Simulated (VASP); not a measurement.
Ca2Al2O:

```xyz
5
Lattice="3.7692 0.0000 0.0000 -1.8846 3.2642 0.0000 0.0000 0.0000 6.6554" Properties=species:S:1:pos:R:3 pbc="T T T"
Ca    0.0000    2.1761    1.4027
Ca    1.8846    1.0881    5.2527
Al    0.0000    2.1761    5.8243
Al    1.8846    1.0881    0.8311
O     0.0000    0.0000    3.3277
```

The cell was generated, and may not be a known phase.

| Quantity | Value |
| --- | --- |
| Program | VASP 6.6.1 |
| Task | relaxation of cell and atoms |
| Functional | PBE |
| Potentials or basis | VASP PAW PBE potentials, release 64 (Ca_sv, Al, O) |
| Cutoff | 600 eV |
| k mesh | 6 × 6 × 4 |
| Occupations | gaussian, width 0.1 eV |
| Spin | no spin polarisation |

At the start: pressure 49.1 GPa; volume 16.38 Å³/atom.

Q: How do energy, volume and symmetry change on relaxing?

A: Over 23 steps the energy falls by 3358.6 meV/atom and the volume is 19.84 Å³/atom (+21.2 %); space group P-3m1 (No. 164, to 0.1 Å) before and after.

The path:
```csv
step,energy change (eV),largest force (eV/Å),pressure (GPa),volume (Å³)
1,0.0000,11.0910,49.09,81.88
2,-11.1957,1.9225,-6.57,156.14
3,-11.3003,2.6495,-3.91,142.35
4,-12.6052,2.6238,-3.87,132.42
5,-15.4246,0.3845,0.21,105.27
6,-15.4195,0.6184,2.87,100.44
7,-15.4576,0.1409,1.29,103.08
8,-15.7395,1.3156,1.64,103.39
9,-15.7389,1.3810,1.74,103.37
10,-16.1513,0.7288,-1.63,108.98
11,-16.3053,0.7194,-3.87,113.12
12,-16.5320,0.5563,-2.85,107.92
13,-16.5474,0.7558,-2.53,106.62
14,-16.6352,0.4222,0.35,101.46
15,-16.6380,0.4634,1.05,100.38
16,-16.6967,0.5010,0.70,100.43
17,-16.7439,0.6727,-0.18,100.50
18,-16.7635,0.3675,0.07,100.49
19,-16.7851,0.1268,-0.89,100.69
20,-16.7857,0.1624,-0.75,100.66
21,-16.7919,0.0629,0.32,98.76
22,-16.7920,0.0674,0.19,98.98
23,-16.7930,0.0396,-0.01,99.22
```

Final structure:
```
Ca Al O
1.0
     3.48109    0.00000    0.00000
    -1.74055    3.01471    0.00000
     0.00000    0.00000    9.45426
Ca Al O
2 2 1
Direct
  0.33333 0.66667 0.35572
  0.66667 0.33333 0.64428
  0.33333 0.66667 0.90116
  0.66667 0.33333 0.09884
  0.00000 0.00000 0.50000
```

Caveat: the volume moved by over 15 % at a fixed basis, so the end points are rough.
